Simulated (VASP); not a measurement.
A run of VASP 6.6.1 is set up as follows.

Contents of INCAR:

```
SYSTEM = TaN
PREC = Accurate
ENCUT = 600
EDIFF = 1E-7
ISMEAR = 0
SIGMA = 0.1
LREAL = .False.
LASPH = .True.
NELM = 120
ALGO = Normal
ISIF = 3
LWAVE = .False.
LCHARG = .False.
IBRION = 2
NSW = 100
EDIFFG = -0.05
GGA_COMPAT = .False.
NELMIN = 4
```

File KPOINTS:

```
regular mesh
0
Gamma
  8 8 8
  0 0 0
```

POSCAR

```
TaN
1.0
    0.0000000000      2.1950000000      2.1950000000
    2.1950000000      0.0000000000      2.1950000000
    2.1950000000      2.1950000000      0.0000000000
Ta N
1 1
Direct
    0.0000000000      0.0000000000      0.0000000000
    0.5000000000      0.5000000000      0.5000000000
```

Potentials or basis: VASP PAW LDA potentials, release 64 (Ta_pv, N).

Command:

```bash
$ cat potpaw_LDA.64/Ta_pv/POTCAR potpaw_LDA.64/N/POTCAR > POTCAR
$ mpirun -np 1 vasp_std > vasp.out
```

(1) Estimate the relaxed volume.

(2) Estimate the relaxed cell.

Results:

(1) 10.34 Å³/atom.

(2) a = 3.081 Å, b = 3.081 Å, c = 3.081 Å, α = 60.00°, β = 60.00°, γ = 60.00°.
